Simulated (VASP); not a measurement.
# Br (P6_422) in VASP: notebook

Runs on Br. Level: PBE. Tasks: single point, relaxation of cell and atoms.

Program: VASP 6.6.1. These are calculated values, not measurements. Logs are shortened: lines on timing, memory, paths and dates and some standing lists are left out, and cuts for length are marked.

**1. The cell of the first run**

Symmetry: P6_422, No. 181, hexagonal system. The conventional cell has a = 3.877 Å, b = 3.877 Å, c = 4.245 Å, α = 90.00°, β = 90.00°, γ = 120.00°. Within 3.2 Å of Br (site symmetry 222) lie 4 Br at 2.40 Å.

The cell was built from a structure type or drawn by symmetry, and may not be a known phase.

**2. Single point, PBE**

The input, INCAR:

```
PREC = Accurate
ENCUT = 520
EDIFF = 1E-6
ISMEAR = 0
SIGMA = 0.1
LREAL = F
LASPH = T
NELM = 100
ALGO = Normal
ISIF = 2
LWAVE = F
LCHARG = F
GGA = PE
NBANDS = 18
```

The input, KPOINTS:

```
regular mesh
0
Gamma
  6 6 4
```

The input, POSCAR:

```
Br
1.0
    3.8768777200      0.0000000000      0.0000000000
   -1.9384388600      3.3574746000      0.0000000000
    0.0000000000      0.0000000000      4.2452435700
Br
3
Direct
    0.0000000000      0.5000000000      0.3333333300
    0.5000000000      0.5000000000      0.6666666700
    0.5000000000      0.0000000000      0.0000000000
```

Potentials or basis: VASP PAW PBE potentials, release 64 (Br).

On the command line:

```sh
> cat potpaw_PBE.64/Br/POTCAR > POTCAR
> mpirun -np 1 vasp_std > vasp.out
```

OUTCAR:

```text
PREC = Accurate
   ENCUT = 520
   EDIFF = 1E-6
   ISMEAR = 0
   LREAL = F
   LASPH = T
   NELM = 100
   ISIF = 2
   GGA = PE

 ion  position               nearest neighbor table
   1  0.000  0.500  0.333-   3 2.40   3 2.40   2 2.40   2 2.40
   2  0.500  0.500  0.667-   3 2.40   3 2.40   1 2.40   1 2.40
   3  0.500  0.000  0.000-   1 2.40   2 2.40   2 2.40   1 2.40

  LATTYP: Found a hexagonal cell.
 ALAT       =     3.8768777200
 C/A-ratio  =     1.0950161126

  Lattice vectors:

 A1 = (   3.8768777200,   0.0000000000,   0.0000000000)
 A2 = (  -1.9384388600,   3.3574746000,   0.0000000000)
 A3 = (   0.0000000000,   0.0000000000,   4.2452435700)

Analysis of symmetry for initial positions (statically):
=====================================================================
 Subroutine PRICEL returns:
 Original cell was already a primitive cell.

 Routine SETGRP: Setting up the symmetry group for a
 hexagonal supercell.

 Subroutine GETGRP returns: Found 12 space group operations
 (whereof  4 operations were pure point group operations)
 out of a pool of 24 trial point group operations.

The static configuration has the point symmetry D_2 .
 The point group associated with its full space group is D_6 .

Analysis of symmetry for dynamics (positions and initial velocities):
=====================================================================
 Subroutine PRICEL returns:
 Original cell was already a primitive cell.

 Routine SETGRP: Setting up the symmetry group for a
 hexagonal supercell.

 Subroutine GETGRP returns: Found 12 space group operations
 (whereof  4 operations were pure point group operations)
 out of a pool of 24 trial point group operations.

The dynamic configuration has the point symmetry D_2 .
 The point group associated with its full space group is D_6 .

 Subroutine INISYM returns: Found 12 space group operations
 (whereof  4 operations are pure point group operations),
 and found     1 'primitive' translations

----------------------------------------------------------------------------------------

                                     Primitive cell

[... 81 lines left out ...]
   ICHARG =      2    charge: 1-file 2-atom 10-const
   ISPIN  =      1    spin polarized calculation?
   LNONCOLLINEAR =      F non collinear calculations
   LSORBIT =      F    spin-orbit coupling
   LASPH  =      T    aspherical Exc in radial PAW
   ENCUT  =  520.0 eV  38.22 Ry    6.18 a.u.   7.21  7.21  7.89*2*pi/ulx,y,z
   NELM   =    100;   NELMIN=  2; NELMDL= -5     # of ELM steps
   EDIFF  = 0.1E-05   stopping-criterion for ELM
   LREAL  =      F    real-space projection
   EDIFFG = 0.1E-04   stopping-criterion for IOM
   NSW    =      0    number of steps for IOM
   IBRION =     -1    ionic relax: 0-MD 1-quasi-New 2-CG
   NFREE  =      0    steps in history (QN), initial steepest desc. (CG)
   ISIF   =      2    stress and relaxation
   ISYM   =      2    0-nonsym 1-usesym 2-fastsym
   POTIM  = 0.5000    time-step for ionic-motion
   TEBEG  =    0.0;   TEEND  =   0.0 temperature during run
   PSTRESS=    0.0 pullay stress
   NELECT =      21.0000    total number of electrons
   NUPDOWN=      -1.0000    fix difference up-down
   EMIN   =  10.00;   EMAX   =-10.00  energy-range for DOS
   EFERMI =   0.00;   METHOD = LEGACY
   ISMEAR =     0;   SIGMA  =   0.10  broadening in eV -4-tet -1-fermi 0-gaus
   EFERMI_NEDOS =   21; number of points for ismear=-14 and -15
   IALGO  =     38    algorithm
   IMIX   =      4    mixing-type and parameters
     AMIX     =   0.40;   BMIX     =  1.00
     AMIX_MAG =   1.60;   BMIX_MAG =  1.00
  volume/ion in A,a.u.               =      18.42       124.30
  Fermi-wavevector in a.u.,A,eV,Ry     =   1.185811  2.240858 19.131799  1.406148
  Thomas-Fermi vector in A             =   2.321997
   LORBIT       =      0    0 simple, 1 ext, 2 COOP (PROOUT), +10 PAW based schemes
   GGA     = PE    functional components
   LHFCALC =     F    Hartree Fock is set to
   AEXX    =    0.0000 exact exchange contribution
   IVDW    =     0    specifies the selected vdW correction
   LEPSILON=     F    determine dielectric tensor
   LRPA    =     F    only Hartree local field effects (RPA)
 non-spin polarized calculation
 Gauss-broadening in eV      SIGMA  =   0.10
  energy-cutoff  :      520.00
  volume of cell :       55.26
 maximum number of plane-waves:      1500
 NGX is ok and might be reduce to    30
   NGX = 15   NGY = 15   NGZ = 15

 number of electron      20.9999995 magnetization

 Free energy of the ion-electron system (eV)
  ---------------------------------------------------
  ext. energy  EPLUGINS =         0.00000000
  ---------------------------------------------------
  free energy    TOTEN  =         1.85685284 eV

  energy without entropy =        1.86591264  energy(sigma->0) =        1.86138274

 E-fermi :   7.4052     XC(G=0): -10.7821

 val. band max:        7.3931357402   @ k =   0.3333   0.0000   0.5000
 cond. band min:       7.5441123553   @ k =   0.5000   0.0000   0.0000
 fundamental gap:      0.1509766151
 Fermi energy:         7.4052027091

 k-point     1 :       0.0000    0.0000    0.0000
  band No.  band energies     occupation
      1     -13.4836      2.00000
      2      -7.9887      2.00000
      3      -7.9887      2.00000
      4      -1.5427      2.00000
      5       1.3249      2.00000
      6       1.3249      2.00000
[... 418 lines left out ...]
      5      -0.9097      2.00000
      6      -0.9097      2.00000
[... 10 lines left out ...]
     17      16.9242      0.00000
     18      17.4572      0.00000

------------------------ aborting loop because EDIFF is reached ----------------------------------------

  FORCE on cell =-STRESS in cart. coord.  units (eV):
  Direction    XX          YY          ZZ          XY          YZ          ZX
  --------------------------------------------------------------------------------------
  -------------------------------------------------------------------------------------
  Total       19.3512171     19.3512172     23.7989403      0.0000000      0.0000000      0.0000000
  in kB      561.0756424    561.0756448    690.0344133      0.0000000      0.0000000      0.0000000
  external PRESSURE =     604.0619002 kB  Pullay stress =       0.0000000 kB

 VOLUME and BASIS-vectors are now :
 -----------------------------------------------------------------------------
  energy-cutoff  :      520.00
  volume of cell :       55.26
      direct lattice vectors                 reciprocal lattice vectors
     3.876877720  0.000000000  0.000000000     0.257939526  0.148921454  0.000000000
    -1.938438860  3.357474600  0.000000000     0.000000000  0.297842908  0.000000000
     0.000000000  0.000000000  4.245243570     0.000000000  0.000000000  0.235557744

 POSITION                                       TOTAL-FORCE (eV/Angst)
 -----------------------------------------------------------------------------------
     -0.96922      1.67874      1.41508         0.000000      0.000000      0.000000
      0.96922      1.67874      2.83016        -0.000000      0.000000     -0.000000
      1.93844      0.00000      0.00000        -0.000000      0.000000      0.000000
 -----------------------------------------------------------------------------------
    total drift:                               -0.000000     -0.000000     -0.000012

  FREE ENERGIE OF THE ION-ELECTRON SYSTEM (eV)
  ---------------------------------------------------
  free  energy   TOTEN  =         1.8568528359 eV

  energy  without entropy=        1.8659126366  energy(sigma->0) =        1.86138274
```

OSZICAR:

```text
N       E                     dE             d eps       ncg     rms          rms(c)
DAV:   1     0.134969536830E+03    0.13497E+03   -0.94131E+03   756   0.101E+03
DAV:   2     0.879833907982E+01   -0.12617E+03   -0.12241E+03  1008   0.196E+02
DAV:   3     0.181765302388E+01   -0.69807E+01   -0.69245E+01   890   0.515E+01
DAV:   4     0.176983423640E+01   -0.47819E-01   -0.47784E-01   944   0.489E+00
DAV:   5     0.176959233008E+01   -0.24191E-03   -0.24190E-03   904   0.340E-01    0.347E+01
DAV:   6     0.183693586852E+01    0.67344E-01   -0.53224E-02   866   0.130E+00    0.207E+01
DAV:   7     0.185572800117E+01    0.18792E-01   -0.91574E-02   866   0.173E+00    0.314E-01
DAV:   8     0.185685914730E+01    0.11311E-02   -0.71540E-03   810   0.501E-01    0.135E-01
DAV:   9     0.185685843753E+01   -0.70977E-06   -0.20836E-04   972   0.832E-02    0.464E-02
DAV:  10     0.185685254742E+01   -0.58901E-05   -0.15526E-05   860   0.230E-02    0.357E-02
DAV:  11     0.185685283586E+01    0.28844E-06   -0.16964E-06   646   0.844E-03
   1 F= 0.18568528E+01 E0= 0.18613827E+01  d E =-.905980E-02
```

Run time: 20 s. Hardware: 1 thread of Intel Xeon 8259CL, shared host; peak memory 0.17 GiB.

What came out:

```yaml
Free_energy: 1.8569 eV
Pressure: 60.4 GPa
Band_gap_on_the_k_mesh: zero (an odd number of electrons rules out a gap without spin polarisation)
```

Stress tensor (GPa, compression positive):
```
56.11  0.00  0.00
 0.00 56.11  0.00
 0.00  0.00 69.00
```

Levels at points of the mesh, in eV from the Fermi level:
| k point | band 7 | band 8 | band 9 | band 10 | band 11 | band 12 | band 13 | band 14 | band 15 | band 16 |
| --- | --- | --- | --- | --- | --- | --- | --- | --- | --- | --- |
| (0.00, 0.00, 0.00) | -5.04 | -5.04 | -0.90 | -0.90 | -0.77 | 0.25 | 3.50 | 4.45 | 4.45 | 7.80 |
| (0.50, 0.00, 0.00) | -5.62 | -4.05 | -3.02 | -1.08 | 0.14 | 2.60 | 4.92 | 6.49 | 7.81 | 8.18 |
| (0.00, 0.00, 0.50) | -6.05 | -3.40 | -3.40 | -2.30 | -2.30 | 1.46 | 5.51 | 5.51 | 5.86 | 7.20 |
| (0.50, 0.00, 0.50) | -6.87 | -2.84 | -0.88 | -0.57 | 0.54 | 1.28 | 7.46 | 7.62 | 8.12 | 8.68 |

Caveat: the k points lie up to 0.37 Å⁻¹ apart, too coarse for converged energies and pressures of a metal; an odd number of electrons without spin polarisation forces a metal; a magnetic or distorted state may lie lower.

**3. Single point, PBE**

This run uses another cell than the first one, of 30.96 Å³/atom.

The input, INCAR:

```
PREC = Accurate
ENCUT = 520
EDIFF = 1E-6
ISMEAR = 0
SIGMA = 0.1
LREAL = False
LASPH = True
NELM = 80
ALGO = Normal
ISIF = 2
LWAVE = False
LCHARG = False
GGA = PE
NBANDS = 18
```

The input, KPOINTS:

```
Automatic mesh
0
Gamma
  6 6 4
```

The input, POSCAR:

```
Br
1.0
    4.0761612544      0.0000000000      0.0000000000
   -2.0380806272      3.5300591962      0.0000000000
    0.0000000000      0.0000000000      6.4554220014
Br
3
Direct
    0.0000000000      0.5000000000      0.3333333333
    0.5000000000      0.5000000000      0.6666666667
    0.5000000000      0.0000000000      0.0000000000
```

Potentials or basis: VASP PAW PBE potentials, release 64 (Br).

On the command line:

```sh
> cat potpaw_PBE.64/Br/POTCAR > POTCAR
> mpirun -np 1 vasp_std > vasp.out
```

OUTCAR:

```text
PREC = Accurate
   ENCUT = 520
   EDIFF = 1E-6
   ISMEAR = 0
   LREAL = False
   LASPH = True
   NELM = 80
   ISIF = 2
   GGA = PE

 ion  position               nearest neighbor table
   1  0.000  0.500  0.333-
   2  0.500  0.500  0.667-
   3  0.500  0.000  0.000-

  LATTYP: Found a hexagonal cell.
 ALAT       =     4.0761612544
 C/A-ratio  =     1.5837013304

  Lattice vectors:

[... 626 lines left out ...]
------------------------ aborting loop because EDIFF is reached ----------------------------------------

  FORCE on cell =-STRESS in cart. coord.  units (eV):
  Direction    XX          YY          ZZ          XY          YZ          ZX
  --------------------------------------------------------------------------------------
  -------------------------------------------------------------------------------------
  Total       -0.1423221     -0.1423221     -0.0036035      0.0000000      0.0000000      0.0000000
  in kB       -2.4548506     -2.4548506     -0.0621543      0.0000000      0.0000000      0.0000000
  external PRESSURE =      -1.6572852 kB  Pullay stress =       0.0000000 kB

 VOLUME and BASIS-vectors are now :
 -----------------------------------------------------------------------------
  energy-cutoff  :      520.00
  volume of cell :       92.89
      direct lattice vectors                 reciprocal lattice vectors
     4.076161254  0.000000000  0.000000000     0.245328862  0.141640684  0.000000000
    -2.038080627  3.530059196  0.000000000     0.000000000  0.283281369  0.000000000
     0.000000000  0.000000000  6.455422001     0.000000000  0.000000000  0.154908540

 POSITION                                       TOTAL-FORCE (eV/Angst)
 -----------------------------------------------------------------------------------
     -1.01904      1.76503      2.15181        -0.000000     -0.000000      0.000000
      1.01904      1.76503      4.30361         0.000000      0.000000     -0.000000
      2.03808      0.00000      0.00000         0.000000     -0.000000     -0.000000
 -----------------------------------------------------------------------------------
    total drift:                                0.000000     -0.000000     -0.000000

  FREE ENERGIE OF THE ION-ELECTRON SYSTEM (eV)
  ---------------------------------------------------
  free  energy   TOTEN  =        -3.6492191054 eV

  energy  without entropy=       -3.6412694892  energy(sigma->0) =       -3.64524430
```

OSZICAR:

```text
N       E                     dE             d eps       ncg     rms          rms(c)
DAV:   1     0.130887320612E+03    0.13089E+03   -0.85628E+03   756   0.956E+02
DAV:   2     0.544633463349E+01   -0.12544E+03   -0.12256E+03   984   0.174E+02
DAV:   3    -0.367584622869E+01   -0.91222E+01   -0.90521E+01   852   0.546E+01
DAV:   4    -0.375614335156E+01   -0.80297E-01   -0.80276E-01  1036   0.607E+00
DAV:   5    -0.375664571917E+01   -0.50237E-03   -0.50236E-03   922   0.475E-01    0.807E+00
DAV:   6    -0.367826192514E+01    0.78384E-01   -0.51412E-02   946   0.126E+00    0.493E+00
DAV:   7    -0.364988704421E+01    0.28375E-01   -0.10987E-01   964   0.182E+00    0.266E-01
DAV:   8    -0.364926562924E+01    0.62141E-03   -0.91698E-03   834   0.518E-01    0.626E-02
DAV:   9    -0.364921371165E+01    0.51918E-04   -0.11474E-04   864   0.618E-02    0.333E-02
DAV:  10    -0.364921968183E+01   -0.59702E-05   -0.17538E-05   946   0.237E-02    0.238E-02
DAV:  11    -0.364921910544E+01    0.57639E-06   -0.98153E-06   934   0.154E-02
   1 F= -.36492191E+01 E0= -.36452443E+01  d E =-.794962E-02
```

Run time: 34 s. Hardware: 1 thread of Intel Xeon 8259CL, shared host; peak memory 0.2 GiB.

Results:

| Item | Value |
| --- | --- |
| Free energy | -3.6492 eV |
| Pressure | -0.2 GPa |
| Band gap on the k mesh | zero (an odd number of electrons rules out a gap without spin polarisation) |

Stress tensor (GPa, compression positive):
```
-0.25  0.00  0.00
 0.00 -0.25  0.00
 0.00  0.00 -0.01
```

Levels at points of the mesh, in eV from the Fermi level:
| k point | band 7 | band 8 | band 9 | band 10 | band 11 | band 12 | band 13 | band 14 | band 15 | band 16 |
| --- | --- | --- | --- | --- | --- | --- | --- | --- | --- | --- |
| (0.00, 0.00, 0.00) | -1.91 | -1.91 | -0.50 | -0.50 | -0.15 | 0.54 | 6.02 | 6.86 | 6.86 | 9.09 |
| (0.50, 0.00, 0.00) | -2.74 | -2.02 | -0.80 | -0.73 | -0.51 | 0.81 | 7.07 | 8.04 | 8.35 | 9.59 |
| (0.00, 0.00, 0.50) | -2.04 | -0.88 | -0.88 | -0.59 | -0.59 | 0.27 | 6.64 | 7.31 | 7.31 | 9.29 |
| (0.50, 0.00, 0.50) | -2.73 | -1.65 | -1.00 | -0.75 | -0.50 | 0.65 | 7.15 | 7.84 | 8.18 | 9.52 |

Caveat: an odd number of electrons without spin polarisation forces a metal; a magnetic or distorted state may lie lower.

(Continued in part 2 of 2.)
